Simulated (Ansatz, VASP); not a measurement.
AlCo3 in VASP and in Ansatz

```
Al Co
1.0
     3.58639    0.00000    0.00000
     0.00000    3.58639    0.00000
     0.00000    0.00000    3.58639
Al Co
1 3
Direct
  0.00000 0.00000 0.00000
  0.50000 0.50000 0.00000
  0.50000 0.00000 0.50000
  0.00000 0.50000 0.50000
```

Alike in both runs: functional r2SCAN; k mesh 12 × 12 × 12; occupations gaussian, width 0.1 eV; collinear spin.

Ansatz relaxed the structure, and its values are those at the end. VASP's run is a single point on that final structure, the one shown.

|  | VASP | Ansatz |
| --- | --- | --- |
| version | VASP 6.6.1 | Ansatz 0.2.0 |
| potentials or method | VASP PAW PBE potentials, release 64 (Al, Co), cutoff 520 eV | scalar-relativistic, plane waves, PAW |
| valence electrons in the cell | 30 | 54 |

|  | VASP | Ansatz | Ansatz less VASP |
| --- | --- | --- | --- |
| gap on the k mesh at the Fermi level (eV) | none | none | - |
| pressure (GPa) | -0.2 | 0.0 | +0.20 |
| net moment per atom (μB) | 1.14 | 1.15 | +0.010 |
| size of the moment on the site where the two differ most (μB) | 0.04 | 0.06 | +0.024 |

VASP's potentials were made for PBE, not for r2SCAN. Site moments also hang on the region over which each program counts them. A gap of «none» marks a metal or a gap that the smearing closes. VASP's potentials hold 30 valence electrons a cell and Ansatz's 54, so a difference there can come from the potentials and not from the codes.
